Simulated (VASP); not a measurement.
Here is a VASP 6.6.1 calculation.

INCAR

```
PREC     = Accurate       # precision mode
ENCUT    = 520            # plane-wave cutoff, eV
EDIFF    = 1E-6           # SCF threshold, eV
ISMEAR   = 0              # smearing method
SIGMA    = 0.05           # smearing width, eV
LREAL    = Auto         
LASPH    = T              # aspherical terms in the spheres
NELM     = 100            # most SCF steps
ALGO     = Normal         # electronic algorithm
ISIF     = 2              # what is computed and relaxed
LWAVE    = F              # write WAVECAR
LCHARG   = T              # write CHGCAR
LDIPOL   = T            
IDIPOL   = 3            
DIPOL    = 0.5 0.5 0.207
GGA      = PE             # functional
LELF     = T              # ELF
LVHAR    = T            
LVACPOTAV= T            
NBANDS   = 66             # bands
```

KPOINTS

```
Automatic mesh
0
Gamma
  2 6 1
```

The input POSCAR:

```
MgS
1.0
   14.7918686536      0.0000000000      0.0000000000
    0.0000000000      3.6979671634      0.0000000000
    0.0000000000      0.0000000000     19.8445729735
Mg S
12 12
Direct
    0.0000000000      0.0000000000      0.0755874164
    0.1250000000      0.5000000000      0.2085235474
    0.2500000000      1.0000000000      0.0755874164
    0.3750000000      0.5000000000      0.2085235474
    0.5000000000      1.0000000000      0.0755874164
    0.6250000000      0.5000000000      0.2085235474
    0.7500000000      0.0000000000      0.0755874164
    0.8750000000      0.5000000000      0.2085235474
    0.0000000000      0.0000000000      0.3322096888
    0.2500000000      1.0000000000      0.3322096888
    0.5000000000      1.0000000000      0.3322096888
    0.7500000000      0.0000000000      0.3322096888
    0.0000000000      0.0000000000      0.2053457190
    0.1250000000      0.5000000000      0.0755874164
    0.2500000000      1.0000000000      0.2053457190
    0.3750000000      0.5000000000      0.0755874164
    0.5000000000      1.0000000000      0.2053457190
    0.6250000000      0.5000000000      0.0755874164
    0.7500000000      0.0000000000      0.2053457190
    0.8750000000      0.5000000000      0.0755874164
    0.1250000000      0.5000000000      0.3420140682
    0.3750000000      0.5000000000      0.3420140682
    0.6250000000      0.5000000000      0.3420140682
    0.8750000000      0.5000000000      0.3420140682
```

Potentials or basis: VASP PAW PBE potentials, release 64 (Mg, S).

The run is started by

```bash
$ cat potpaw_PBE.64/Mg/POTCAR potpaw_PBE.64/S/POTCAR > POTCAR
$ mpirun -np 1 vasp_std > vasp.out
```

Problem. Estimate the band gap on the k mesh.

Solution. 2.61 eV.

Problem. Predict the largest force.

Solution. 0.530 eV/Å.

Forces in eV/Å, atoms in the order of the input:
```
Mg   0.000  0.000  0.530
Mg   0.000  0.000  0.014
Mg   0.000  0.000  0.530
Mg   0.000  0.000  0.014
Mg   0.000  0.000  0.530
Mg   0.000  0.000  0.014
Mg   0.000  0.000  0.530
Mg   0.000  0.000  0.014
Mg   0.000  0.000 -0.035
Mg   0.000  0.000 -0.035
Mg   0.000  0.000 -0.035
Mg   0.000  0.000 -0.035
S    0.000  0.000  0.016
S    0.000  0.000 -0.513
S    0.000  0.000  0.016
S    0.000  0.000 -0.513
S    0.000  0.000  0.016
S    0.000  0.000 -0.513
S    0.000  0.000  0.016
S    0.000  0.000 -0.513
S    0.000  0.000 -0.011
S    0.000  0.000 -0.011
S    0.000  0.000 -0.011
S    0.000  0.000 -0.011
```
